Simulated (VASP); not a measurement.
# BP (F-43m) in VASP: further runs

Runs on BP. Level: PBE. Tasks: single point, relaxation of cell and atoms.

All numbers are computed with VASP 6.6.1; they aren't measurements. Logs are shortened: lines on timing, memory, paths and dates and some standing lists are left out, and cuts for length are marked.

### Step 1. The cell of the first run

The structure is cubic, space group F-43m (No. 216). The conventional cell has a = 4.568 Å, b = 4.568 Å, c = 4.568 Å, α = 90.00°, β = 90.00°, γ = 90.00°. B (site symmetry -43m) has 4 P at 1.98 Å within 2.6 Å. P (site symmetry -43m) has 4 B at 1.98 Å within 2.6 Å.

### Step 2. Single point, PBE

INCAR reads:

```
SYSTEM = BP
  PREC = Accurate
  ENCUT = 500
  EDIFF = 1E-6
  ISMEAR = 0
  SIGMA = 0.1
  LREAL = .False.
  LASPH = .True.
  NELM = 120
  ALGO = Normal
  ISIF = 2
  LWAVE = .False.
  LCHARG = .False.
  GGA = PE
  NBANDS = 11
  GGA_COMPAT = .False.
```

KPOINTS reads:

```
regular mesh
0
Gamma
  6 6 6
  0 0 0
```

POSCAR reads:

```
BP
1.0
    0.0000000000      2.2841151101      2.2841151101
    2.2841151101      0.0000000000      2.2841151101
    2.2841151101      2.2841151101      0.0000000000
B P
1 1
Direct
    0.0000000000      0.0000000000      0.0000000000
    0.2500000000      0.2500000000      0.2500000000
```

Potentials or basis: VASP PAW PBE potentials, release 64 (B, P).

On the command line:

```sh
> cat potpaw_PBE.64/B/POTCAR potpaw_PBE.64/P/POTCAR > POTCAR
> mpirun -np 1 vasp_std > vasp.out
```

OUTCAR:

```text
SYSTEM = BP
   PREC = Accurate
   ENCUT = 500
   EDIFF = 1E-6
   ISMEAR = 0
   LREAL = .False.
   LASPH = .True.
   NELM = 120
   ISIF = 2
   GGA = PE

 ion  position               nearest neighbor table
   1  0.000  0.000  0.000-   2 1.98   2 1.98   2 1.98   2 1.98
   2  0.250  0.250  0.250-   1 1.98   1 1.98   1 1.98   1 1.98

  LATTYP: Found a face centered cubic cell.
 ALAT       =     4.5682302202

  Lattice vectors:

 A1 = (   0.0000000000,   2.2841151101,   2.2841151101)
 A2 = (   2.2841151101,   0.0000000000,   2.2841151101)
 A3 = (   2.2841151101,   2.2841151101,   0.0000000000)

Analysis of symmetry for initial positions (statically):
=====================================================================
 Subroutine PRICEL returns:
 Original cell was already a primitive cell.

 Routine SETGRP: Setting up the symmetry group for a
 face centered cubic supercell.

 Subroutine GETGRP returns: Found 24 space group operations
 (whereof 24 operations were pure point group operations)
 out of a pool of 48 trial point group operations.

The static configuration has the point symmetry T_d .

Analysis of symmetry for dynamics (positions and initial velocities):
=====================================================================
 Subroutine PRICEL returns:
 Original cell was already a primitive cell.

 Routine SETGRP: Setting up the symmetry group for a
 face centered cubic supercell.

 Subroutine GETGRP returns: Found 24 space group operations
 (whereof 24 operations were pure point group operations)
 out of a pool of 48 trial point group operations.

The dynamic configuration has the point symmetry T_d .

 Subroutine INISYM returns: Found 24 space group operations
 (whereof 24 operations are pure point group operations),
 and found     1 'primitive' translations

----------------------------------------------------------------------------------------

                                     Primitive cell

  volume of cell :      23.8333

  direct lattice vectors                    reciprocal lattice vectors
     0.000000000  2.284115110  2.284115110    -0.218903153  0.218903153  0.218903153
     2.284115110  0.000000000  2.284115110     0.218903153 -0.218903153  0.218903153
     2.284115110  2.284115110  0.000000000     0.218903153  0.218903153 -0.218903153

  length of vectors
     3.230226567  3.230226567  3.230226567     0.379151383  0.379151383  0.379151383

  position of ions in fractional coordinates (direct lattice)
     0.000000000  0.000000000  0.000000000
     0.250000000  0.250000000  0.250000000

  ion indices of the primitive-cell ions
   primitive index   ion index
                 1           1
                 2           2

----------------------------------------------------------------------------------------

 KPOINTS: regular mesh

Automatic generation of k-mesh.
 Grid dimensions read from file:
 generate k-points for:    6    6    6

 Generating k-lattice:

  Cartesian coordinates                     Fractional coordinates (reciprocal lattice)
    -0.036483859  0.036483859  0.036483859     0.166666667  0.000000000  0.000000000
     0.036483859 -0.036483859  0.036483859     0.000000000  0.166666667  0.000000000
     0.036483859  0.036483859 -0.036483859     0.000000000  0.000000000  0.166666667

  Length of vectors
     0.063191897  0.063191897  0.063191897

  Shift w.r.t. Gamma in fractional coordinates (k-lattice)
     0.000000000  0.000000000  0.000000000

 Subroutine IBZKPT returns following result:
 ===========================================

 Found     16 irreducible k-points:

 Following reciprocal coordinates:
            Coordinates               Weight
  0.000000  0.000000  0.000000      1.000000
  0.166667  0.000000  0.000000      8.000000
  0.333333  0.000000  0.000000      8.000000
  0.500000  0.000000  0.000000      4.000000
  0.166667  0.166667  0.000000      6.000000
  0.333333  0.166667  0.000000     24.000000
[... 8 lines left out ...]
 -0.333333  0.333333  0.166667     24.000000
 -0.333333  0.500000  0.166667     12.000000
   k-points           NKPTS =     16   k-points in BZ     NKDIM =     16   number of bands    NBANDS=     11
   number of dos      NEDOS =    301   number of ions     NIONS =      2
   total plane-waves  NPLWV =  13824
   dimension x,y,z NGX =    24 NGY =   24 NGZ =   24
   dimension x,y,z NGXF=    48 NGYF=   48 NGZF=   48
   ions per type =               1   1
   NGX,Y,Z   is equivalent  to a cutoff of  12.35, 12.35, 12.35 a.u.
   NGXF,Y,Z  is equivalent  to a cutoff of  24.70, 24.70, 24.70 a.u.
 SYSTEM =  BP
   PREC   = accura    normal or accurate (medium, high low for compatibility)
   ISTART =      0    job   : 0-new  1-cont  2-samecut
   ICHARG =      2    charge: 1-file 2-atom 10-const
   ISPIN  =      1    spin polarized calculation?
   LNONCOLLINEAR =      F non collinear calculations
   LSORBIT =      F    spin-orbit coupling
   LASPH  =      T    aspherical Exc in radial PAW
   ENCUT  =  500.0 eV  36.75 Ry    6.06 a.u.   5.89  5.89  5.89*2*pi/ulx,y,z
   NELM   =    120;   NELMIN=  2; NELMDL= -5     # of ELM steps
   EDIFF  = 0.1E-05   stopping-criterion for ELM
   LREAL  =      F    real-space projection
   EDIFFG = 0.1E-04   stopping-criterion for IOM
   NSW    =      0    number of steps for IOM
   IBRION =     -1    ionic relax: 0-MD 1-quasi-New 2-CG
   NFREE  =      0    steps in history (QN), initial steepest desc. (CG)
   ISIF   =      2    stress and relaxation
   ISYM   =      2    0-nonsym 1-usesym 2-fastsym
   POTIM  = 0.5000    time-step for ionic-motion
   TEBEG  =    0.0;   TEEND  =   0.0 temperature during run
   PSTRESS=    0.0 pullay stress
   NELECT =       8.0000    total number of electrons
   NUPDOWN=      -1.0000    fix difference up-down
   EMIN   =  10.00;   EMAX   =-10.00  energy-range for DOS
   EFERMI =   0.00;   METHOD = LEGACY
   ISMEAR =     0;   SIGMA  =   0.10  broadening in eV -4-tet -1-fermi 0-gaus
   EFERMI_NEDOS =   21; number of points for ismear=-14 and -15
   IALGO  =     38    algorithm
   IMIX   =      4    mixing-type and parameters
     AMIX     =   0.40;   BMIX     =  1.00
     AMIX_MAG =   1.60;   BMIX_MAG =  1.00
  volume/ion in A,a.u.               =      11.92        80.42
  Fermi-wavevector in a.u.,A,eV,Ry     =   1.137741  2.150019 17.612132  1.294455
  Thomas-Fermi vector in A             =   2.274446
   LORBIT       =      0    0 simple, 1 ext, 2 COOP (PROOUT), +10 PAW based schemes
   GGA     = PE    functional components
   LHFCALC =     F    Hartree Fock is set to
   AEXX    =    0.0000 exact exchange contribution
   IVDW    =     0    specifies the selected vdW correction
   LEPSILON=     F    determine dielectric tensor
   LRPA    =     F    only Hartree local field effects (RPA)
 non-spin polarized calculation
 Gauss-broadening in eV      SIGMA  =   0.10
  energy-cutoff  :      500.00
  volume of cell :       23.83
 maximum number of plane-waves:       620
   NGX = 11   NGY = 11   NGZ = 11

 number of electron       7.9999999 magnetization

 Free energy of the ion-electron system (eV)
  ---------------------------------------------------
  ext. energy  EPLUGINS =         0.00000000
  ---------------------------------------------------
  free energy    TOTEN  =       -12.91149607 eV

  energy without entropy =      -12.91149607  energy(sigma->0) =      -12.91149607

 E-fermi :   7.6326     XC(G=0): -10.8187

 val. band max:        7.2048152273   @ k =   0.0000   0.0000   0.0000
 cond. band min:       8.5729489268   @ k =   0.5000   0.5000   0.0000
 fundamental gap:      1.3681336995
 Fermi energy:         7.6325716070

 k-point     1 :       0.0000    0.0000    0.0000
  band No.  band energies     occupation
      1      -8.0809      2.00000
      2       7.2048      2.00000
      3       7.2048      2.00000
      4       7.2048      2.00000
      5      10.5744      0.00000
      6      10.5744      0.00000
      7      10.5744      0.00000
      8      14.2780      0.00000
      9      18.5836      0.00000
     10      19.2736      0.00000
     11      19.2736      0.00000

 k-point     2 :       0.1667    0.0000    0.0000
  band No.  band energies     occupation
      1      -7.5913      2.00000
      2       4.3998      2.00000
      3       6.5504      2.00000
      4       6.5504      2.00000
      5      11.1505      0.00000
      6      11.4662      0.00000
      7      11.4662      0.00000
      8      15.6206      0.00000
      9      18.1071      0.00000
     10      18.1071      0.00000
     11      19.8051      0.00000

 k-point     3 :       0.3333    0.0000    0.0000
  band No.  band energies     occupation
      1      -6.2008      2.00000
      2       0.5617      2.00000
      3       5.7574      2.00000
      4       5.7574      2.00000
      5      10.9925      0.00000
      6      12.0321      0.00000
      7      12.0321      0.00000
      8      17.1947      0.00000
      9      19.0235      0.00000
     10      19.0235      0.00000
     11      20.4383      0.00000

 k-point     4 :       0.5000    0.0000    0.0000
  band No.  band energies     occupation
      1      -4.8323      2.00000
      2      -1.6887      2.00000
      3       5.4712      2.00000
      4       5.4712      2.00000
      5      10.8673      0.00000
      6      11.9025      0.00000
      7      11.9025      0.00000
      8      17.2604      0.00000
      9      21.7000      0.00000
     10      21.7000      0.00000
     11      21.8432      0.00000

 k-point     5 :       0.1667    0.1667    0.0000
  band No.  band energies     occupation
      1      -7.4270      2.00000
      2       5.2581      2.00000
      3       5.5053      2.00000
      4       5.5053      2.00000
      5       9.6370      0.00000
      6      12.9896      0.00000
      7      12.9896      0.00000
      8      14.0094      0.00000
      9      17.6632      0.00000
     10      19.9823      0.00000
     11      20.5399      0.00000
[... 99 lines left out ...]
 k-point    13 :       0.5000    0.5000    0.0000
  band No.  band energies     occupation
      1      -3.3309      2.00000
      2      -1.2770      2.00000
      3       3.1609      2.00000
      4       3.1609      2.00000
      5       8.5729      0.00000
      6       8.8801      0.00000
      7      19.1420      0.00000
      8      19.1420      0.00000
      9      22.1992      0.00000
     10      23.8326      0.00000
     11      25.0010      0.00000

 k-point    14 :       0.5000    0.3333    0.1667
  band No.  band energies     occupation
      1      -5.0017      2.00000
      2       0.7326      2.00000
      3       2.2897      2.00000
      4       4.0003      2.00000
      5      11.1947      0.00000
      6      12.7299      0.00000
      7      13.5655      0.00000
      8      16.5870      0.00000
      9      19.7614      0.00000
     10      20.6351      0.00000
     11      24.6211      0.00000

 k-point    15 :      -0.3333    0.3333    0.1667
  band No.  band energies     occupation
      1      -3.7392      2.00000
      2      -0.8082      2.00000
      3       1.7920      2.00000
      4       3.3073      2.00000
      5      11.7165      0.00000
      6      12.8356      0.00000
      7      15.6954      0.00000
      8      16.2490      0.00000
      9      17.5878      0.00000
     10      21.8730      0.00000
     11      24.4861      0.00000

 k-point    16 :      -0.3333    0.5000    0.1667
  band No.  band energies     occupation
      1      -3.1426      2.00000
      2      -0.9300      2.00000
      3       2.0051      2.00000
      4       2.1313      2.00000
      5      11.0390      0.00000
      6      11.6198      0.00000
      7      16.2087      0.00000
      8      16.8419      0.00000
      9      19.9995      0.00000
     10      23.2302      0.00000
     11      23.4149      0.00000

------------------------ aborting loop because EDIFF is reached ----------------------------------------

  FORCE on cell =-STRESS in cart. coord.  units (eV):
  Direction    XX          YY          ZZ          XY          YZ          ZX
  --------------------------------------------------------------------------------------
  -------------------------------------------------------------------------------------
  Total       -0.3192280     -0.3192280     -0.3192280      0.0000000      0.0000000      0.0000000
  in kB      -21.4598974    -21.4598974    -21.4598974      0.0000000      0.0000000      0.0000000
  external PRESSURE =     -21.4598974 kB  Pullay stress =       0.0000000 kB

 VOLUME and BASIS-vectors are now :
 -----------------------------------------------------------------------------
  energy-cutoff  :      500.00
  volume of cell :       23.83
      direct lattice vectors                 reciprocal lattice vectors
     0.000000000  2.284115110  2.284115110    -0.218903153  0.218903153  0.218903153
     2.284115110  0.000000000  2.284115110     0.218903153 -0.218903153  0.218903153
     2.284115110  2.284115110  0.000000000     0.218903153  0.218903153 -0.218903153

 POSITION                                       TOTAL-FORCE (eV/Angst)
 -----------------------------------------------------------------------------------
      0.00000      0.00000      0.00000        -0.000000     -0.000000     -0.000000
      1.14206      1.14206      1.14206         0.000000      0.000000      0.000000
 -----------------------------------------------------------------------------------
    total drift:                                0.000000      0.000000      0.000000

  FREE ENERGIE OF THE ION-ELECTRON SYSTEM (eV)
  ---------------------------------------------------
  free  energy   TOTEN  =       -12.9114960651 eV

  energy  without entropy=      -12.9114960651  energy(sigma->0) =      -12.91149607
```

Wall time 2.9 s (1 thread of AMD EPYC 9R45 (Zen 5), shared host); peak memory 0.1 GiB.

What came out:

```
Free energy            : -12.9115 eV
Pressure               : -2.1 GPa
Band gap on the k mesh : 1.37 eV, indirect (least direct gap 3.37 eV)
```

Levels at points of the mesh, in eV from the valence-band top:
| k point | band 1 | band 2 | band 3 | band 4 | band 5 | band 6 | band 7 | band 8 | band 9 |
| --- | --- | --- | --- | --- | --- | --- | --- | --- | --- |
| (0.00, 0.00, 0.00) | -15.29 | 0.00 | 0.00 | 0.00 | 3.37 | 3.37 | 3.37 | 7.07 | 11.38 |
| (0.50, 0.00, 0.00) | -12.04 | -8.89 | -1.73 | -1.73 | 3.66 | 4.70 | 4.70 | 10.06 | 14.50 |
| (0.50, 0.50, 0.00) | -10.54 | -8.48 | -4.04 | -4.04 | 1.37 | 1.68 | 11.94 | 11.94 | 14.99 |

A k mesh can miss the band edges. As with any semilocal functional, this PBE gap is likely too small.

### Step 3. Single point, PBE

This run uses another cell than the first one, of 11.76 Å³/atom, 0.987 times its volume.

INCAR reads:

```
PREC = Accurate
ENCUT = 500
EDIFF = 1E-6
ISMEAR = 0
SIGMA = 0.02
LREAL = False
LASPH = True
NELM = 120
ALGO = Normal
ISIF = 2
LWAVE = False
LCHARG = False
GGA = PE
NBANDS = 11
GGA_COMPAT = False
```

KPOINTS reads:

```
regular mesh
0
Gamma
  10 10 10
```

POSCAR reads:

```
BP
1.0
    0.0000000000      2.2741983641      2.2741983641
    2.2741983641      0.0000000000      2.2741983641
    2.2741983641      2.2741983641      0.0000000000
B P
1 1
Direct
    0.0000000000      0.0000000000      0.0000000000
    0.2500000000      0.2500000000      0.2500000000
```

Potentials or basis: VASP PAW PBE potentials, release 64 (B, P).

On the command line:

```sh
> cat potpaw_PBE.64/B/POTCAR potpaw_PBE.64/P/POTCAR > POTCAR
> mpirun -np 1 vasp_std > vasp.out
```

It took 6 s on 1 thread of AMD EPYC 9R45 (Zen 5), shared host; peak memory 0.11 GiB.

It converged, with:

| Item | Value |
| --- | --- |
| Free energy | -12.9306 eV |
| Pressure | -0.2 GPa |
| Band gap on the k mesh | 1.25 eV, indirect (least direct gap 3.39 eV) |

Levels at points of the mesh, in eV from the valence-band top:
```csv
k point,band 2,band 3,band 4,band 5,band 6,band 7
"(0.00, 0.00, 0.00)",0.00,0.00,0.00,3.39,3.39,3.39
"(0.50, 0.00, 0.00)",-8.98,-1.75,-1.75,3.74,4.71,4.71
"(0.50, 0.50, 0.00)",-8.55,-4.09,-4.09,1.35,1.67,12.06
```

A k mesh can miss the band edges. A hybrid or GW would open this gap; PBE tends to underestimate it.

### Step 4. Relaxation of cell and atoms, PBE

INCAR reads:

```
ALGO     = Normal         # electronic algorithm
EDIFF    = 1E-7           # SCF threshold, eV
EDIFFG   = -0.005         # ionic threshold
ENCUT    = 500            # plane-wave cutoff, eV
GGA      = PE             # functional
GGA_COMPAT= False        
IBRION   = 2              # ionic algorithm
ISIF     = 3              # what is computed and relaxed
ISMEAR   = 0              # smearing method
LASPH    = True           # aspherical terms in the spheres
LCHARG   = False          # write CHGCAR
LREAL    = False          # projectors in reciprocal space
LWAVE    = False          # write WAVECAR
NELM     = 120            # most SCF steps
NELMIN   = 4            
NSW      = 100            # ionic steps
PREC     = Accurate       # precision mode
SIGMA    = 0.02           # smearing width, eV
```

KPOINTS reads:

```
k-points
0
Gamma
  10 10 10
```

POSCAR reads:

```
BP
1.0
    0.0000000000      2.2841151101      2.2841151101
    2.2841151101      0.0000000000      2.2841151101
    2.2841151101      2.2841151101      0.0000000000
B P
1 1
Direct
    0.0000000000      0.0000000000      0.0000000000
    0.2500000000      0.2500000000      0.2500000000
```

On the command line:

```sh
> cat potpaw_PBE.64/B/POTCAR potpaw_PBE.64/P/POTCAR > POTCAR
> mpirun -np 1 vasp_std > vasp.out
```

Wall time 10 s (1 thread of AMD EPYC 9R45 (Zen 5), shared host); peak memory 0.11 GiB.

Results (log left out):

```yaml
Free_energy: -12.9307 eV
Relaxed_volume: 11.75 Å³/atom
Relaxed_cell: a = 3.215 Å, b = 3.215 Å, c = 3.215 Å, α = 60.00°, β = 60.00°, γ = 60.00°
Space_group_after_relaxing_to_0.05_Å: F-43m (No. 216)
Energy_gained_by_relaxing: 1.2 meV/atom
Ionic_steps: 3
Pressure_after_relaxing: 0.0 GPa
Band_gap_on_the_k_mesh: 1.25 eV, indirect (least direct gap 3.39 eV)
```

The path:
| step | energy change (eV) | largest force (eV/Å) | pressure (GPa) | volume (Å³) |
| --- | --- | --- | --- | --- |
| 1 | 0.0000 | 0.0000 | -2.27 | 23.83 |
| 2 | -0.0012 | 0.0000 | 1.67 | 23.26 |
| 3 | -0.0024 | 0.0000 | 0.01 | 23.49 |

Final structure:
```
CELL_PARAMETERS angstrom
0.00000 2.27316 2.27316
2.27316 0.00000 2.27316
2.27316 2.27316 0.00000
ATOMIC_POSITIONS crystal
B 0.00000 0.00000 0.00000
P 0.25000 0.25000 0.25000
```

Levels at points of the mesh, in eV from the valence-band top:
```
           k point  band 1  band 2  band 3  band 4  band 5  band 6  band 7  band 8
(0.00, 0.00, 0.00)  -15.41    0.00    0.00    0.00    3.39    3.39    3.39    7.29
(0.50, 0.00, 0.00)  -12.11   -8.99   -1.75   -1.75    3.75    4.71    4.71   10.11
(0.50, 0.50, 0.00)  -10.59   -8.55   -4.09   -4.09    1.34    1.66   12.07   12.07
```

### Step 5. The runs side by side

```tsv
task	cell	k mesh	smearing	gap on the mesh (eV)	pressure (GPa)
single point	a = 3.230 Å, angles 60.0°, 2 atoms	6 × 6 × 6	gaussian 0.1 eV	1.37	-2.1
single point	a = 3.216 Å, angles 60.0°, 2 atoms	10 × 10 × 10	gaussian 0.02 eV	1.25	-0.2
relaxation of cell and atoms	relaxed from a = 3.230 Å, angles 60.0°, 2 atoms	10 × 10 × 10	gaussian 0.02 eV	1.25	0.0
```

Alike in all rows: level PBE; potentials or basis VASP PAW PBE potentials, release 64 (B, P); no spin polarisation; cutoff (eV) 500.

Absolute energies hang on the potentials; compare differences alone.
